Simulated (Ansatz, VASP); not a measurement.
KMgF3: VASP beside Ansatz

The input INCAR:

```
SYSTEM = KMgF3
ALGO     = Normal         ! electronic algorithm
EDIFF    = 1E-6           ! SCF threshold, eV
EDIFFG   = -0.005         ! ionic threshold
ENCUT    = 600            ! plane-wave cutoff, eV
GGA      = PE             ! functional
IBRION   = 2              ! ionic algorithm
ISIF     = 3              ! what is computed and relaxed
ISMEAR   = 0              ! smearing method
LASPH    = .TRUE.         ! aspherical terms in the spheres
LCHARG   = .FALSE.        ! write CHGCAR
LREAL    = .FALSE.        ! projectors in reciprocal space
LWAVE    = .FALSE.        ! write WAVECAR
NELM     = 80             ! most SCF steps
NSW      = 100            ! ionic steps
PREC     = Accurate       ! precision mode
SIGMA    = 0.02           ! smearing width, eV
```

Contents of KPOINTS:

```
k-points
0
G
  6 6 6
  0 0 0
```

The input POSCAR:

```
KMgF3
1.0
    3.9784682300      0.0000000000      0.0000000000
    0.0000000000      3.9784682300      0.0000000000
    0.0000000000      0.0000000000      3.9784682300
K Mg F
1 1 3
Direct
    0.5000000000      0.5000000000      0.5000000000
    0.0000000000      0.0000000000      0.0000000000
    0.0000000000      0.5000000000      0.0000000000
    0.0000000000      0.0000000000      0.5000000000
    0.5000000000      0.0000000000      0.0000000000
```

Input for Ansatz:

```yaml
crystal:
  lattice:
    - [3.97846823, 0.0, 0.0]
    - [0.0, 3.97846823, 0.0]
    - [0.0, 0.0, 3.97846823]
  atoms:
    - { symbol: K, position: [0.5, 0.5, 0.5] }
    - { symbol: Mg, position: [0.0, 0.0, 0.0] }
    - { symbol: F, position: [0.0, 0.5, 0.0] }
    - { symbol: F, position: [0.0, 0.0, 0.5] }
    - { symbol: F, position: [0.5, 0.0, 0.0] }
basis:
  ecutwfc: 420
kpoints:
  mp_grid: { grid: [6, 6, 6] }
hamiltonian:
  xc: pbe
scf:
  occupations: { method: gaussian, width: 0.02 }
output:
  forces: true
  stress: true
  eigenvalues: true
  write_density: true
  write_potential: true
  elf: true
  volumetric_format: npy
relax:
  adjacent_minimum: "off"
  f_tol: 0.005
  max_steps: 80
  cell: { stress_tol: 0.05 }
```

Alike in both runs: task relaxation of cell and atoms; functional PBE; k mesh 6 × 6 × 6; occupations gaussian, width 0.02 eV; no spin polarisation.

```csv
,VASP,Ansatz
version,VASP 6.6.1,Ansatz 0.2.0
potentials or method,"VASP PAW PBE potentials, release 64 (K_sv, Mg, F), cutoff 600 eV","scalar-relativistic, plane waves, PAW"
valence electrons in the cell,32,40
```

|  | VASP | Ansatz | Ansatz less VASP |
| --- | --- | --- | --- |
| gap on the k mesh at the Fermi level, each at its own relaxed structure (eV) | 6.98 | 6.96 | -0.016 |
| relaxed volume (Å³/atom) | 13.24 | 13.32 | +0.085 |
| relaxed length of the cell vector where the two differ most in proportion (Å) | 4.045 | 4.054 | +0.0086 |

VASP's potentials hold 32 valence electrons a cell and Ansatz's 40, so a difference there can come from the potentials and not from the codes.
